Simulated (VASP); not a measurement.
A run of VASP 6.6.1 is set up as follows.

POSCAR

```
HfO2
1.0
    2.5291609878     -2.5291609878      0.0000000000
    2.5291609878      0.0000000000     -2.5291609878
    6.2130225140      6.2130225140      6.2130225140
Hf O
3 6
Direct
    0.0000000000      0.0000000000      0.6784705204
    0.3333333333      0.3333333333      0.4070877399
    0.6666666667      0.6666666667      0.1357049594
    0.6666666667      0.6666666667      0.3392420448
    1.0000000000      0.0000000000      0.0678592643
    0.3333333333      0.3333333333      0.6106248253
    0.6666666667      0.6666666667      0.7463162155
    1.0000000000      0.0000000000      0.4749334350
    0.3333333333      0.3333333333      0.2035506545
```

INCAR.step1

```
PREC     = Accurate       # precision mode
ENCUT    = 520            # plane-wave cutoff, eV
ISMEAR   = 0              # smearing method
SIGMA    = 0.05           # smearing width, eV
LREAL    = False          # projectors in reciprocal space
LASPH    = True           # aspherical terms in the spheres
NELM     = 80             # most SCF steps
NBANDS   = 43             # bands
GGA      = PE             # functional
ALGO     = Normal         # electronic algorithm
EDIFF    = 1E-4           # SCF threshold, eV
LWAVE    = True           # write WAVECAR
LCHARG   = False          # write CHGCAR
```

The input INCAR.step2:

```
PREC     = Accurate       # precision mode
ENCUT    = 520            # plane-wave cutoff, eV
EDIFF    = 1E-6           # SCF threshold, eV
ISMEAR   = 0              # smearing method
SIGMA    = 0.05           # smearing width, eV
LREAL    = False          # projectors in reciprocal space
LASPH    = True           # aspherical terms in the spheres
NELM     = 80             # most SCF steps
ALGO     = Normal         # electronic algorithm
ISIF     = 2              # what is computed and relaxed
LWAVE    = False          # write WAVECAR
LCHARG   = True           # write CHGCAR
METAGGA  = R2SCAN         # meta-GGA
LMIXTAU  = True         
LELF     = True           # ELF
LVHAR    = True         
NBANDS   = 43             # bands
ISTART   = 1
```

Contents of KPOINTS:

```
Automatic mesh
0
Gamma
  7 7 3
```

Potentials or basis: VASP PAW PBE potentials, release 64 (Hf_pv, O).

Run with:

```sh
$ cat potpaw_PBE.64/Hf_pv/POTCAR potpaw_PBE.64/O/POTCAR > POTCAR
$ cp INCAR.step1 INCAR
$ mpirun -np 1 vasp_std > vasp.out
$ cp INCAR.step2 INCAR
$ mpirun -np 1 vasp_std > vasp.out
```

Question: Predict the pressure.

Answer: -11.1 GPa.

Question: Estimate the largest force.

Answer: 1.013 eV/Å.

Question: What does it give for the band gap on the k mesh?

Answer: 4.74 eV (least direct gap 4.81 eV).

Stress tensor (GPa, compression positive):
```
-11.08   2.68   2.68
  2.68 -11.08   2.68
  2.68   2.68 -11.08
```

Caveat: the cell differs from its parent crystal (the distance across one plane changed); the cell stands under tension; the PAW data sets were made with another functional, which shifts forces and pressure a little; spin-orbit coupling is left out, which moves the levels of the heavy elements; an odd mesh through Γ misses points on the zone boundary, where band edges can lie.
